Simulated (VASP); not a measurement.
Set up this calculation in VASP 6.6.1, as the native input.

- Task: single point
- Functional: PBE
- Potentials or basis: VASP PAW PBE potentials, release 64 (Rb_sv)
- Cutoff: 520 eV
- k mesh: 8 × 8 × 8
- Occupations: gaussian, width 0.05 eV
- Spin: no spin polarisation
- Dipole correction: no
- Further INCAR settings: ALGO = Fast; EDIFF = 1e-06; NBANDS = 16

The structure of Rb lies in POSCAR:

```
Rb
1.0
    0.0000000000     -4.5070795381      0.0000000000
    4.5070795381      0.0000000000      0.0000000000
   -2.2535397690      2.2535397690      8.0410465197
Rb
2
Direct
    0.2500000000      0.7500000000      0.5000000000
    0.5000000000      0.5000000000      0.0000000000
```

One way to write it, as run:

INCAR

```
SYSTEM = Rb
ALGO = Fast
EDIFF = 1E-6
ENCUT = 520
GGA = PE
ISIF = 2
ISMEAR = 0
LASPH = .True.
LCHARG = .True.
LELF = .True.
LREAL = .False.
LVHAR = .True.
LWAVE = .False.
NBANDS = 16
NELM = 100
PREC = Accurate
SIGMA = 0.05
```

KPOINTS

```
k-points
0
Gamma
  8 8 8
  0 0 0
```

Potentials or basis: VASP PAW PBE potentials, release 64 (Rb_sv).

The run is started by

```console
$ cat potpaw_PBE.64/Rb_sv/POTCAR > POTCAR
$ mpirun -np 1 vasp_std > vasp.out
```

Results of the run:

- Pressure: 0.5 GPa
- Band gap on the k mesh: zero (bands 9 and 10 overlap by 2.29 eV)

Wall time 82 s on 1 thread of Oxide Virtual Turin-like Processor, on a shared host, peak memory 0.3 GiB.
